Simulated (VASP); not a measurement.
# AlNi in VASP: notebook, part 2 of 2

VASP 6.6.1.

**3. Single point, LDA**

This run uses another cell than the first one, of 11.27 Å³/atom.

Input file INCAR:

```
PREC = Accurate
ENCUT = 520
EDIFF = 1E-6
ISMEAR = 0
SIGMA = 0.1
LREAL = False
LASPH = True
NELM = 100
ALGO = Fast
ISIF = 2
LWAVE = False
LCHARG = False
NBANDS = 14
ISYM = 0
```

Input file KPOINTS:

```
Automatic mesh
0
Gamma
  9 9 20
```

Input file POSCAR:

```
AlNi
1.0
    3.9621891213      0.0000000000      0.0000000000
   -1.9810945606      3.4313564336      0.0000000000
   -1.9810945606      1.1437854779      1.6572665354
Al Ni
1 1
Direct
    0.5000000000      0.5000000000      0.5000000000
    0.0000000000      0.0000000000      0.0000000000
```

Potentials or basis: VASP PAW LDA potentials, release 64 (Al, Ni).

Run with:

```sh
cat potpaw_LDA.64/Al/POTCAR potpaw_LDA.64/Ni/POTCAR > POTCAR
mpirun -np 1 vasp_std > vasp.out
```

OUTCAR:

```text
PREC = Accurate
   ENCUT = 520
   EDIFF = 1E-6
   ISMEAR = 0
   LREAL = False
   LASPH = True
   NELM = 100
   ISIF = 2
   ISYM = 0

 ion  position               nearest neighbor table
   1  0.500  0.500  0.500-   2 2.43   2 2.43   2 2.43   2 2.43   2 2.43   2 2.43   2 2.49
   2  0.000  0.000  0.000-   1 2.43   1 2.43   1 2.43   1 2.43   1 2.43   1 2.43   1 2.49

IMPORTANT INFORMATION: All symmetrisations will be switched off!
NOSYMM: (Re-)initialisation of all symmetry stuff for point group C_1.

----------------------------------------------------------------------------------------

                                     Primitive cell

  volume of cell :      22.5317

  direct lattice vectors                    reciprocal lattice vectors
     3.962189121  0.000000000  0.000000000     0.252385732  0.145714970  0.201134414
    -1.981094561  3.431356434  0.000000000     0.000000000  0.291429940 -0.201134414
    -1.981094561  1.143785478  1.657266535     0.000000000  0.000000000  0.603403242

  length of vectors
     3.962189121  3.962189121  2.824803223     0.354099509  0.354099509  0.603403242

  position of ions in fractional coordinates (direct lattice)
     0.500000000  0.500000000  0.500000000
     0.000000000  0.000000000  0.000000000

  ion indices of the primitive-cell ions
   primitive index   ion index
                 1           1
                 2           2

----------------------------------------------------------------------------------------

 KPOINTS: Automatic mesh

Automatic generation of k-mesh.
 Grid dimensions read from file:
 generate k-points for:    9    9   20

 Generating k-lattice:

  Cartesian coordinates                     Fractional coordinates (reciprocal lattice)
     0.028042859  0.016190552  0.022348268     0.111111111  0.000000000  0.000000000
     0.000000000  0.032381104 -0.022348268     0.000000000  0.111111111  0.000000000
     0.000000000  0.000000000  0.030170162     0.000000000  0.000000000  0.050000000

  Length of vectors
     0.039344390  0.039344390  0.030170162

  Shift w.r.t. Gamma in fractional coordinates (k-lattice)
     0.000000000  0.000000000  0.000000000

[... 99 lines left out ...]
   AEXX    =    0.0000 exact exchange contribution
   IVDW    =     0    specifies the selected vdW correction
   LEPSILON=     F    determine dielectric tensor
   LRPA    =     F    only Hartree local field effects (RPA)
 non-spin polarized calculation
 RMM-DIIS sequential band-by-band and
 Gauss-broadening in eV      SIGMA  =   0.10
  energy-cutoff  :      520.00
  volume of cell :       22.53
 maximum number of plane-waves:       630
 NGX is ok and might be reduce to    30
   NGX = 15   NGY = 15   NGZ = 11

 number of electron      12.9999994 magnetization

 Free energy of the ion-electron system (eV)
  ---------------------------------------------------
  ext. energy  EPLUGINS =         0.00000000
  ---------------------------------------------------
  free energy    TOTEN  =       -12.18939597 eV

  energy without entropy =      -12.18513932  energy(sigma->0) =      -12.18726764

 E-fermi :  10.5276     XC(G=0): -12.5926

 val. band max:       10.5270192741   @ k =   0.4444   0.1111   0.2000
 cond. band min:      10.5298370984   @ k =  -0.3333   0.3333  -0.0000
 fundamental gap:      0.0028178242
 Fermi energy:        10.5275844697

 k-point     1 :       0.0000    0.0000    0.0000
  band No.  band energies     occupation
      1      -0.9652      2.00000
      2       7.0114      2.00000
      3       7.0139      2.00000
      4       8.8374      2.00000
      5       8.8391      2.00000
      6       8.9043      2.00000
      7      16.2341      0.00000
      8      16.2348      0.00000
      9      16.3957      0.00000
     10      18.9769      0.00000
     11      18.9780      0.00000
     12      25.2141      0.00000
     13      32.0052      0.00000
     14      32.0455      0.00000
[... 377 lines left out ...]
      1       1.1058      2.00000
      2       5.9366      2.00000
      3       7.3907      2.00000
      4       8.2398      2.00000
      5       8.2994      2.00000
      6       8.9354      2.00000
      7      10.4134      1.89362
      8      18.6355      0.00000
      9      18.7813      0.00000
     10      19.0611      0.00000
     11      23.7194      0.00000
     12      24.7119      0.00000
     13      24.7421      0.00000
     14      27.8287      0.00000

 [... further k-points ...]
[... 5 lines left out ...]
  --------------------------------------------------------------------------------------
  -------------------------------------------------------------------------------------
  Total        0.5815342      0.5873214     -0.3275154      0.0050171      0.0086154     -0.0149192
  in kB       41.3516120     41.7631269    -23.2888934      0.3567535      0.6126229     -1.0608715
  external PRESSURE =      19.9419485 kB  Pullay stress =       0.0000000 kB

 VOLUME and BASIS-vectors are now :
 -----------------------------------------------------------------------------
  energy-cutoff  :      520.00
  volume of cell :       22.53
      direct lattice vectors                 reciprocal lattice vectors
     3.962189121  0.000000000  0.000000000     0.252385732  0.145714970  0.201134414
    -1.981094561  3.431356434  0.000000000     0.000000000  0.291429940 -0.201134414
    -1.981094561  1.143785478  1.657266535     0.000000000  0.000000000  0.603403242

 POSITION                                       TOTAL-FORCE (eV/Angst)
 -----------------------------------------------------------------------------------
      0.00000      2.28757      0.82863        -0.000000      0.000000     -0.000000
      0.00000      0.00000      0.00000         0.000000     -0.000000      0.000000
 -----------------------------------------------------------------------------------
    total drift:                                0.000000     -0.000000      0.000000

  FREE ENERGIE OF THE ION-ELECTRON SYSTEM (eV)
  ---------------------------------------------------
  free  energy   TOTEN  =       -12.1893959661 eV

  energy  without entropy=      -12.1851393180  energy(sigma->0) =      -12.18726764
```

OSZICAR:

```text
N       E                     dE             d eps       ncg     rms          rms(c)
DAV:   1     0.407419266221E+02    0.40742E+02   -0.54704E+03 23290   0.998E+02
DAV:   2    -0.118105929454E+02   -0.52553E+02   -0.47575E+02 24184   0.184E+02
DAV:   3    -0.136193677621E+02   -0.18088E+01   -0.17925E+01 28886   0.379E+01
DAV:   4    -0.136419010013E+02   -0.22533E-01   -0.22527E-01 26660   0.380E+00
DAV:   5    -0.136425090339E+02   -0.60803E-03   -0.60802E-03 29424   0.675E-01    0.121E+01
RMM:   6    -0.151128587857E+02   -0.14703E+01   -0.12676E+01 27766   0.451E+01    0.153E+01
RMM:   7    -0.122100798727E+02    0.29028E+01   -0.35303E+00 25826   0.235E+01    0.144E+00
RMM:   8    -0.121999318940E+02    0.10148E-01   -0.59455E-02 24541   0.239E+00    0.651E-01
RMM:   9    -0.121923888124E+02    0.75431E-02   -0.23646E-02 26549   0.102E+00    0.497E-01
RMM:  10    -0.121893797448E+02    0.30091E-02   -0.68949E-03 28578   0.104E+00    0.151E-01
RMM:  11    -0.121894823568E+02   -0.10261E-03   -0.82942E-04 31163   0.334E-01    0.105E-01
RMM:  12    -0.121893835124E+02    0.98844E-04   -0.34707E-04 32198   0.199E-01    0.288E-02
RMM:  13    -0.121893968638E+02   -0.13351E-04   -0.11986E-04 31105   0.694E-02    0.241E-02
RMM:  14    -0.121893989646E+02   -0.21008E-05   -0.17619E-05 31022   0.281E-02    0.142E-02
RMM:  15    -0.121893958856E+02    0.30790E-05   -0.45376E-06 26444   0.249E-02    0.257E-03
RMM:  16    -0.121893959661E+02   -0.80510E-07   -0.76760E-07 15258   0.655E-03
   1 F= -.12189396E+02 E0= -.12187268E+02  d E =-.425665E-02
```

Run time: 7.1 min. Hardware: 1 thread of Intel Xeon Platinum 8259CL at 2.50GHz (Skylake/Cascade Lake), shared host; peak memory 0.36 GiB.

Results:

| Quantity | Value |
| --- | --- |
| Free energy | -12.1894 eV |
| Pressure | 2.0 GPa |
| Band gap on the k mesh | zero (an odd number of electrons rules out a gap without spin polarisation) |

Stress tensor (GPa, compression positive):
```
 4.14  0.04 -0.11
 0.04  4.18  0.06
-0.11  0.06 -2.33
```

Levels at points of the mesh, in eV from the Fermi level:
| k point | band 4 | band 5 | band 6 | band 7 | band 8 | band 9 | band 10 | band 11 |
| --- | --- | --- | --- | --- | --- | --- | --- | --- |
| (0.00, 0.00, 0.00) | -1.69 | -1.69 | -1.62 | 5.71 | 5.71 | 5.87 | 8.45 | 8.45 |
| (0.00, 0.00, 0.50) | -1.06 | -1.06 | 1.75 | 2.13 | 2.13 | 4.20 | 4.57 | 4.89 |
